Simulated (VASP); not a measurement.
# BiB (Fm-3m) in VASP: further runs

The runs below take BiB through single point, relaxation of cell and atoms, with PBEsol, r2SCAN+rVV10.

Program: VASP 6.6.1. These are calculated values, not measurements. Logs are shortened: lines on timing, memory, paths and dates and some standing lists are left out, and cuts for length are marked.

## 1. The cell of the first run

Symmetry: Fm-3m, No. 225, cubic system. The conventional cell has a = 5.206 Å, b = 5.206 Å, c = 5.206 Å, α = 90.00°, β = 90.00°, γ = 90.00°. Within 3.4 Å of B (site symmetry m-3m) lie 6 Bi at 2.60 Å. Within 3.4 Å of Bi (site symmetry m-3m) lie 6 B at 2.60 Å.

## 2. Single point, PBEsol

The input, INCAR:

```
SYSTEM = BiB
PREC     = Accurate       ! precision mode
ENCUT    = 520            ! plane-wave cutoff, eV
EDIFF    = 1E-6           ! SCF threshold, eV
ISMEAR   = -1             ! smearing method
SIGMA    = 0.03           ! smearing width, eV
LREAL    = .FALSE.        ! projectors in reciprocal space
LASPH    = .TRUE.         ! aspherical terms in the spheres
NELM     = 60             ! most SCF steps
ALGO     = Normal         ! electronic algorithm
ISIF     = 2              ! what is computed and relaxed
LWAVE    = .FALSE.        ! write WAVECAR
LCHARG   = .FALSE.        ! write CHGCAR
GGA      = PS             ! functional
NBANDS   = 16             ! bands
```

The input, KPOINTS:

```
regular mesh
0
G
  8 8 8
  0 0 0
```

The input, POSCAR:

```
BiB
1.0
    0.0000000000      2.6028191574      2.6028191574
    2.6028191574      0.0000000000      2.6028191574
    2.6028191574      2.6028191574      0.0000000000
B Bi
1 1
Direct
    0.0000000000      0.0000000000      0.0000000000
    0.5000000000      0.5000000000      0.5000000000
```

Potentials or basis: VASP PAW PBE potentials, release 64 (B, Bi_d).

On the command line:

```
$ cat potpaw_PBE.64/B/POTCAR potpaw_PBE.64/Bi_d/POTCAR > POTCAR
$ mpirun -np 1 vasp_std > vasp.out
```

OUTCAR:

```text
SYSTEM = BiB
   PREC = Accurate
   ENCUT = 520
   EDIFF = 1E-6
   ISMEAR = -1
   LREAL = .FALSE.
   LASPH = .TRUE.
   NELM = 60
   ISIF = 2
   GGA = PS

 ion  position               nearest neighbor table
   1  0.000  0.000  0.000-   2 2.60   2 2.60   2 2.60   2 2.60   2 2.60   2 2.60
   2  0.500  0.500  0.500-   1 2.60   1 2.60   1 2.60   1 2.60   1 2.60   1 2.60

  LATTYP: Found a face centered cubic cell.
 ALAT       =     5.2056383148

  Lattice vectors:

 A1 = (   0.0000000000,   2.6028191574,   2.6028191574)
 A2 = (   2.6028191574,   0.0000000000,   2.6028191574)
 A3 = (   2.6028191574,   2.6028191574,   0.0000000000)

Analysis of symmetry for initial positions (statically):
=====================================================================
 Subroutine PRICEL returns:
 Original cell was already a primitive cell.

 Routine SETGRP: Setting up the symmetry group for a
 face centered cubic supercell.

 Subroutine GETGRP returns: Found 48 space group operations
 (whereof 48 operations were pure point group operations)
 out of a pool of 48 trial point group operations.

The static configuration has the point symmetry O_h .

Analysis of symmetry for dynamics (positions and initial velocities):
=====================================================================
 Subroutine PRICEL returns:
 Original cell was already a primitive cell.

 Routine SETGRP: Setting up the symmetry group for a
 face centered cubic supercell.

 Subroutine GETGRP returns: Found 48 space group operations
 (whereof 48 operations were pure point group operations)
 out of a pool of 48 trial point group operations.

The dynamic configuration has the point symmetry O_h .

 Subroutine INISYM returns: Found 48 space group operations
 (whereof 48 operations are pure point group operations),
 and found     1 'primitive' translations

----------------------------------------------------------------------------------------

                                     Primitive cell

  volume of cell :      35.2665

  direct lattice vectors                    reciprocal lattice vectors
     0.000000000  2.602819157  2.602819157    -0.192099401  0.192099401  0.192099401
     2.602819157  0.000000000  2.602819157     0.192099401 -0.192099401  0.192099401
     2.602819157  2.602819157  0.000000000     0.192099401  0.192099401 -0.192099401

  length of vectors
     3.680942153  3.680942153  3.680942153     0.332725922  0.332725922  0.332725922

  position of ions in fractional coordinates (direct lattice)
     0.000000000  0.000000000  0.000000000
     0.500000000  0.500000000  0.500000000

  ion indices of the primitive-cell ions
   primitive index   ion index
                 1           1
                 2           2

----------------------------------------------------------------------------------------

 KPOINTS: regular mesh

Automatic generation of k-mesh.
 Grid dimensions read from file:
 generate k-points for:    8    8    8

 Generating k-lattice:

  Cartesian coordinates                     Fractional coordinates (reciprocal lattice)
    -0.024012425  0.024012425  0.024012425     0.125000000  0.000000000  0.000000000
     0.024012425 -0.024012425  0.024012425     0.000000000  0.125000000  0.000000000
     0.024012425  0.024012425 -0.024012425     0.000000000  0.000000000  0.125000000

  Length of vectors
     0.041590740  0.041590740  0.041590740

  Shift w.r.t. Gamma in fractional coordinates (k-lattice)
     0.000000000  0.000000000  0.000000000

 Subroutine IBZKPT returns following result:
 ===========================================

 Found     29 irreducible k-points:

 Following reciprocal coordinates:
            Coordinates               Weight
  0.000000  0.000000  0.000000      1.000000
  0.125000  0.000000  0.000000      8.000000
  0.250000  0.000000  0.000000      8.000000
  0.375000  0.000000  0.000000      8.000000
  0.500000  0.000000  0.000000      4.000000
  0.125000  0.125000  0.000000      6.000000
[... 16 lines left out ...]
  0.500000  0.250000  0.125000     48.000000
 -0.375000  0.250000  0.125000     24.000000
 [... further k-points ...]
   k-points           NKPTS =     29   k-points in BZ     NKDIM =     29   number of bands    NBANDS=     16
   number of dos      NEDOS =    301   number of ions     NIONS =      2
   total plane-waves  NPLWV =  21952
   dimension x,y,z NGX =    28 NGY =   28 NGZ =   28
   dimension x,y,z NGXF=    56 NGYF=   56 NGZF=   56
   ions per type =               1   1
   NGX,Y,Z   is equivalent  to a cutoff of  12.65, 12.65, 12.65 a.u.
   NGXF,Y,Z  is equivalent  to a cutoff of  25.29, 25.29, 25.29 a.u.
 SYSTEM =  BiB
   PREC   = accura    normal or accurate (medium, high low for compatibility)
   ISTART =      0    job   : 0-new  1-cont  2-samecut
   ICHARG =      2    charge: 1-file 2-atom 10-const
   ISPIN  =      1    spin polarized calculation?
   LNONCOLLINEAR =      F non collinear calculations
   LSORBIT =      F    spin-orbit coupling
   LASPH  =      T    aspherical Exc in radial PAW
   ENCUT  =  520.0 eV  38.22 Ry    6.18 a.u.   6.84  6.84  6.84*2*pi/ulx,y,z
   NELM   =     60;   NELMIN=  2; NELMDL= -5     # of ELM steps
   EDIFF  = 0.1E-05   stopping-criterion for ELM
   LREAL  =      F    real-space projection
   EDIFFG = 0.1E-04   stopping-criterion for IOM
   NSW    =      0    number of steps for IOM
   IBRION =     -1    ionic relax: 0-MD 1-quasi-New 2-CG
   NFREE  =      0    steps in history (QN), initial steepest desc. (CG)
   ISIF   =      2    stress and relaxation
   ISYM   =      2    0-nonsym 1-usesym 2-fastsym
   POTIM  = 0.5000    time-step for ionic-motion
   TEBEG  =    0.0;   TEEND  =   0.0 temperature during run
   PSTRESS=    0.0 pullay stress
   NELECT =      18.0000    total number of electrons
   NUPDOWN=      -1.0000    fix difference up-down
   EMIN   =  10.00;   EMAX   =-10.00  energy-range for DOS
   EFERMI =   0.00;   METHOD = LEGACY
   ISMEAR =    -1;   SIGMA  =   0.03  broadening in eV -4-tet -1-fermi 0-gaus
   EFERMI_NEDOS =   21; number of points for ismear=-14 and -15
   IALGO  =     38    algorithm
   IMIX   =      4    mixing-type and parameters
     AMIX     =   0.40;   BMIX     =  1.00
     AMIX_MAG =   1.60;   BMIX_MAG =  1.00
  volume/ion in A,a.u.               =      17.63       118.99
  Fermi-wavevector in a.u.,A,eV,Ry     =   1.308313  2.472353 23.288862  1.711683
  Thomas-Fermi vector in A             =   2.438988
   LORBIT       =      0    0 simple, 1 ext, 2 COOP (PROOUT), +10 PAW based schemes
   GGA     = PS    functional components
   LHFCALC =     F    Hartree Fock is set to
   AEXX    =    0.0000 exact exchange contribution
   IVDW    =     0    specifies the selected vdW correction
   LEPSILON=     F    determine dielectric tensor
   LRPA    =     F    only Hartree local field effects (RPA)
 non-spin polarized calculation
  energy-cutoff  :      520.00
  volume of cell :       35.27
 maximum number of plane-waves:       960
   NGX = 13   NGY = 13   NGZ = 13

 number of electron      18.0000007 magnetization

 Free energy of the ion-electron system (eV)
  ---------------------------------------------------
  ext. energy  EPLUGINS =         0.00000000
  ---------------------------------------------------
  free energy    TOTEN  =        -9.04152371 eV

  energy without entropy =       -9.03941712  energy(sigma->0) =       -9.04047042

 E-fermi :   8.5146     XC(G=0): -11.2406

 val. band max:        8.4605305329   @ k =   0.1250   0.0000   0.0000
 cond. band min:       8.5725118196   @ k =   0.3750   0.1250   0.0000
 fundamental gap:      0.1119812867
 Fermi energy:         8.5145885486

 k-point     1 :       0.0000    0.0000    0.0000
  band No.  band energies     occupation
      1     -14.2953      2.00000
      2     -14.2953      2.00000
      3     -14.2953      2.00000
      4     -14.2605      2.00000
      5     -14.2605      2.00000
      6      -5.9701      2.00000
[... 8 lines left out ...]
     15      16.9605      0.00000
     16      16.9629      0.00000

 k-point     2 :       0.1250    0.0000    0.0000
  band No.  band energies     occupation
      1     -14.2940      2.00000
      2     -14.2888      2.00000
      3     -14.2888      2.00000
      4     -14.2607      2.00000
      5     -14.2607      2.00000
      6      -5.7203      2.00000
[... 8 lines left out ...]
     15      17.4628      0.00000
     16      17.4628      0.00000

 k-point     3 :       0.2500    0.0000    0.0000
  band No.  band energies     occupation
      1     -14.2936      2.00000
      2     -14.2936      2.00000
      3     -14.2914      2.00000
      4     -14.2405      2.00000
      5     -14.2405      2.00000
      6      -4.9848      2.00000
[... 8 lines left out ...]
     15      18.6596      0.00000
     16      18.6596      0.00000

 k-point     4 :       0.3750    0.0000    0.0000
  band No.  band energies     occupation
      1     -14.3073      2.00000
      2     -14.3073      2.00000
      3     -14.2897      2.00000
      4     -14.2111      2.00000
      5     -14.2111      2.00000
      6      -3.8597      2.00000
[... 8 lines left out ...]
     15      20.4241      0.00000
     16      20.4241      0.00000
[... 324 lines left out ...]
 k-point    22 :       0.3750    0.2500    0.1250
  band No.  band energies     occupation
      1     -14.3058      2.00000
      2     -14.3033      2.00000
      3     -14.2691      2.00000
      4     -14.2390      2.00000
      5     -14.2172      2.00000
      6      -4.3431      2.00000
[... 8 lines left out ...]
     15      20.0601      0.00000
     16      21.3717      0.00000

 k-point    23 :       0.5000    0.2500    0.1250
  band No.  band energies     occupation
      1     -14.3174      2.00000
      2     -14.2881      2.00000
      3     -14.2727      2.00000
      4     -14.2246      2.00000
      5     -14.2051      2.00000
      6      -3.2721      2.00000
[... 8 lines left out ...]
     15      20.7264      0.00000
     16      21.7943      0.00000

 k-point    24 :      -0.3750    0.2500    0.1250
  band No.  band energies     occupation
      1     -14.3216      2.00000
      2     -14.2874      2.00000
      3     -14.2606      2.00000
      4     -14.2303      2.00000
      5     -14.1974      2.00000
      6      -2.5214      2.00000
[... 8 lines left out ...]
     15      19.4525      0.00000
     16      22.2397      0.00000

 [... further k-points ...]

------------------------ aborting loop because EDIFF is reached ----------------------------------------

  FORCE on cell =-STRESS in cart. coord.  units (eV):
  Direction    XX          YY          ZZ          XY          YZ          ZX
  --------------------------------------------------------------------------------------
  -------------------------------------------------------------------------------------
  Total       -0.0074733     -0.0074733     -0.0074733      0.0000000     -0.0000000      0.0000000
  in kB       -0.3395152     -0.3395152     -0.3395152      0.0000000     -0.0000000      0.0000000
  external PRESSURE =      -0.3395152 kB  Pullay stress =       0.0000000 kB

 VOLUME and BASIS-vectors are now :
 -----------------------------------------------------------------------------
  energy-cutoff  :      520.00
  volume of cell :       35.27
      direct lattice vectors                 reciprocal lattice vectors
     0.000000000  2.602819157  2.602819157    -0.192099401  0.192099401  0.192099401
     2.602819157  0.000000000  2.602819157     0.192099401 -0.192099401  0.192099401
     2.602819157  2.602819157  0.000000000     0.192099401  0.192099401 -0.192099401

 POSITION                                       TOTAL-FORCE (eV/Angst)
 -----------------------------------------------------------------------------------
      0.00000      0.00000      0.00000        -0.000000      0.000000     -0.000000
      2.60282      2.60282      2.60282         0.000000     -0.000000      0.000000
 -----------------------------------------------------------------------------------
    total drift:                                0.000000      0.000000      0.000000

  FREE ENERGIE OF THE ION-ELECTRON SYSTEM (eV)
  ---------------------------------------------------
  free  energy   TOTEN  =        -9.0415237110 eV

  energy  without entropy=       -9.0394171219  energy(sigma->0) =       -9.04047042
```

It took 14 s on 1 thread of AMD EPYC 7R43 (Zen 3), shared host; peak memory 0.13 GiB.

Results:

* Free energy: -9.0415 eV
* Pressure: 0.0 GPa
* Band gap on the k mesh: zero (bands 9 and 10 overlap by 4.24 eV)

Caveat: the PAW data sets were made with another functional, which shifts forces and pressure a little; spin-orbit coupling is left out, which moves the levels of the heavy elements.

## 3. Single point, r2SCAN+rVV10

This run uses another cell than the first one, of 17.92 Å³/atom.

The input, POSCAR:

```
BiB
1.0
    0.0000000000      2.6166195517      2.6166195517
    2.6166195517      0.0000000000      2.6166195517
    2.6166195517      2.6166195517      0.0000000000
B Bi
1 1
Direct
    0.0000000000      0.0000000000      0.0000000000
    0.5000000000      0.5000000000      0.5000000000
```

The input, INCAR.step1:

```
SYSTEM = BiB
PREC = Accurate
ENCUT = 520
ISMEAR = -1
SIGMA = 0.03
LREAL = .False.
LASPH = .True.
NELM = 60
NBANDS = 16
GGA = PE
ALGO = Normal
EDIFF = 1E-4
LWAVE = .True.
LCHARG = .False.
```

The input, INCAR.step2:

```
SYSTEM = BiB
PREC = Accurate
ENCUT = 520
EDIFF = 1E-7
ISMEAR = -1
SIGMA = 0.03
LREAL = .False.
LASPH = .True.
NELM = 60
ALGO = Normal
ISIF = 2
LWAVE = .False.
LCHARG = .False.
METAGGA = R2SCAN
LMIXTAU = .True.
LUSE_VDW = .True.
IVDW_NL = 2
BPARAM = 11.95
CPARAM = 0.0093
NBANDS = 16
ISTART = 1
```

The input, KPOINTS:

```
regular mesh
0
Gamma
  8 8 8
  0 0 0
```

Potentials or basis: VASP PAW PBE potentials, release 64 (B, Bi_d).

On the command line:

```
$ cat potpaw_PBE.64/B/POTCAR potpaw_PBE.64/Bi_d/POTCAR > POTCAR
$ cp INCAR.step1 INCAR
$ mpirun -np 1 vasp_std > vasp.out
$ cp INCAR.step2 INCAR
$ mpirun -np 1 vasp_std > vasp.out
```

OUTCAR:

```text
SYSTEM = BiB
   PREC = Accurate
   ENCUT = 520
   EDIFF = 1E-7
   ISMEAR = -1
   LREAL = .False.
   LASPH = .True.
   NELM = 60
   ISIF = 2
   METAGGA = R2SCAN
   IVDW_NL = 2
   BPARAM = 11.95
   ISTART = 1

 ion  position               nearest neighbor table
   1  0.000  0.000  0.000-   2 2.62   2 2.62   2 2.62   2 2.62   2 2.62   2 2.62
   2  0.500  0.500  0.500-   1 2.62   1 2.62   1 2.62   1 2.62   1 2.62   1 2.62

  LATTYP: Found a face centered cubic cell.
 ALAT       =     5.2332391034

  Lattice vectors:

 A1 = (   0.0000000000,   2.6166195517,   2.6166195517)
 A2 = (   2.6166195517,   0.0000000000,   2.6166195517)
 A3 = (   2.6166195517,   2.6166195517,   0.0000000000)

Analysis of symmetry for initial positions (statically):
=====================================================================
 Subroutine PRICEL returns:
 Original cell was already a primitive cell.

 Routine SETGRP: Setting up the symmetry group for a
 face centered cubic supercell.

 Subroutine GETGRP returns: Found 48 space group operations
 (whereof 48 operations were pure point group operations)
 out of a pool of 48 trial point group operations.

[... 162 lines left out ...]

 E-fermi :   8.4005     XC(G=0): -11.8451

 val. band max:        8.3078626522   @ k =   0.1250   0.0000   0.0000
 cond. band min:       8.4815594325   @ k =   0.3750   0.1250   0.0000
 fundamental gap:      0.1736967804
 Fermi energy:         8.4005436312

 k-point     1 :       0.0000    0.0000    0.0000
  band No.  band energies     occupation
      1     -15.2024      2.00000
      2     -15.2024      2.00000
      3     -15.2024      2.00000
      4     -15.1740      2.00000
      5     -15.1740      2.00000
      6      -6.6116      2.00000
[... 433 lines left out ...]
      3     -15.1697      2.00000
      4     -15.1390      2.00000
      5     -15.1060      2.00000
      6      -2.9786      2.00000
[... 8 lines left out ...]
     15      19.9407      0.00000
     16      22.9928      0.00000

 [... further k-points ...]

------------------------ aborting loop because EDIFF is reached ----------------------------------------

  FORCE on cell =-STRESS in cart. coord.  units (eV):
  Direction    XX          YY          ZZ          XY          YZ          ZX
  --------------------------------------------------------------------------------------
  -------------------------------------------------------------------------------------
  Total        0.0612165      0.0612165      0.0612165      0.0000000      0.0000000     -0.0000000
  in kB        2.7373328      2.7373328      2.7373328      0.0000000      0.0000000     -0.0000000
  external PRESSURE =       2.7373328 kB  Pullay stress =       0.0000000 kB

 VOLUME and BASIS-vectors are now :
 -----------------------------------------------------------------------------
  energy-cutoff  :      520.00
  volume of cell :       35.83
      direct lattice vectors                 reciprocal lattice vectors
     0.000000000  2.616619552  2.616619552    -0.191086243  0.191086243  0.191086243
     2.616619552  0.000000000  2.616619552     0.191086243 -0.191086243  0.191086243
     2.616619552  2.616619552  0.000000000     0.191086243  0.191086243 -0.191086243

 POSITION                                       TOTAL-FORCE (eV/Angst)
 -----------------------------------------------------------------------------------
      0.00000      0.00000      0.00000        -0.000000      0.000000     -0.000000
      2.61662      2.61662      2.61662         0.000000     -0.000000      0.000000
 -----------------------------------------------------------------------------------
    total drift:                                0.000000      0.000000      0.000000

  FREE ENERGIE OF THE ION-ELECTRON SYSTEM (eV)
  ---------------------------------------------------
  free  energy   TOTEN  =       -62.9948485401 eV

  energy  without entropy=      -62.9936461068  energy(sigma->0) =      -62.99424732
```

It took 1.7 min on 1 thread of AMD EPYC 7R43 (Zen 3), shared host; peak memory 0.24 GiB.

What came out:

```yaml
Free_energy: -62.9948 eV
Pressure: 0.3 GPa
Band_gap_on_the_k_mesh: zero (bands 9 and 10 overlap by 4.43 eV)
```

Levels at points of the mesh, in eV from the Fermi level:
```
           k point  band 7  band 8  band 9  band 10  band 11  band 12
(0.00, 0.00, 0.00)   -0.16   -0.16   -0.16     0.30     7.05     7.05
(0.50, 0.00, 0.00)   -9.02    1.10    1.10     1.93     1.93     3.13
(0.50, 0.50, 0.00)   -6.56   -4.37   -3.16    -3.16     4.41     9.19
```

Caveat: the PAW data sets were made with another functional, which shifts forces and pressure a little; spin-orbit coupling is left out, which moves the levels of the heavy elements.

(Part 1 of 2 ends here.)
